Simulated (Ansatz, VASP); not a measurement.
InSe in VASP and in Ansatz

INCAR

```
ALGO     = Normal         # electronic algorithm
EDIFF    = 1E-7           # SCF threshold, eV
ENCUT    = 520            # plane-wave cutoff, eV
GGA      = PE             # functional
ISIF     = 2              # what is computed and relaxed
ISMEAR   = 0              # smearing method
IVDW     = 12             # dispersion correction
LASPH    = T              # aspherical terms in the spheres
LCHARG   = F              # write CHGCAR
LREAL    = F              # projectors in reciprocal space
LWAVE    = F              # write WAVECAR
NBANDS   = 48             # bands
NELM     = 80             # most SCF steps
PREC     = Accurate       # precision mode
SIGMA    = 0.03           # smearing width, eV
```

KPOINTS

```
k-points
0
Gamma
  9 9 2
```

File POSCAR:

```
InSe
1.0
   -4.0317714842      0.0000000000      0.0000000000
   -2.0158857421     -3.4916165276      0.0000000000
    0.0000000000      0.0000000000     21.2623716544
In Se
4 4
Direct
    0.3333333333      0.3333333333      0.1313864060
    0.6666666667      0.6666666667      0.5255656615
    0.3333333333      0.3333333333      0.2627928494
    0.6666666667      0.6666666667      0.6569721048
    0.3333333333      0.3333333333      0.4650299285
    0.6666666667      0.6666666667      0.0708506731
    0.3333333333      0.3333333333      0.7175078378
    0.6666666667      0.6666666667      0.3233285824
```

Input for Ansatz:

```yaml
crystal:
  lattice:
    - [-4.0317714892, 0.0, 0.0]
    - [-2.0158857446, -3.4916165319, 0.0]
    - [0.0, 0.0, 21.2623717322]
  atoms:
    - { symbol: In, position: [0.3333333333, 0.3333333333, 0.1313864067] }
    - { symbol: In, position: [0.6666666667, 0.6666666667, 0.5255656625] }
    - { symbol: In, position: [0.3333333333, 0.3333333333, 0.2627928491] }
    - { symbol: In, position: [0.6666666667, 0.6666666667, 0.6569721049] }
    - { symbol: Se, position: [0.3333333333, 0.3333333333, 0.46502993] }
    - { symbol: Se, position: [0.6666666667, 0.6666666667, 0.0708506741] }
    - { symbol: Se, position: [0.3333333333, 0.3333333333, 0.7175078375] }
    - { symbol: Se, position: [0.6666666667, 0.6666666667, 0.3233285817] }
basis:
  ecutwfc: 420
kpoints:
  mp_grid: { grid: [9, 9, 2] }
hamiltonian:
  xc: pbe
  dispersion: d3bj
scf:
  occupations: { method: gaussian, width: 0.03 }
output:
  forces: true
  stress: true
  eigenvalues: true
  write_density: true
  write_potential: true
  elf: true
  volumetric_format: npy
```

Alike in both runs: task single point; functional PBE; dispersion D3(BJ); k mesh 9 × 9 × 2; occupations gaussian, width 0.03 eV; no spin polarisation.

```csv
,VASP,Ansatz
version,VASP 6.6.1,Ansatz 0.2.0
potentials or method,"VASP PAW PBE potentials, release 64 (In_d, Se), cutoff 520 eV","scalar-relativistic, plane waves, PAW"
valence electrons in the cell,76,116
```

VASP gave:

| Property | Result |
| --- | --- |
| gap on the k mesh at the Fermi level (eV) | 1.04 |
| least direct gap on the mesh (eV) | 1.10 |
| rms of the force components (eV/Å) | 0.020 |

**Question.** What did Ansatz give for the same quantities?

**Answer.** gap on the k mesh at the Fermi level (eV): 1.05; least direct gap on the mesh (eV): 1.11; rms of the force components (eV/Å): 0.013.

Atom by atom the forces differ by 0.008 eV/Å (rms over components). VASP's potentials hold 76 valence electrons a cell and Ansatz's 116, so a difference there can come from the potentials and not from the codes. Ansatz's warnings: xc potential rough in thin density.
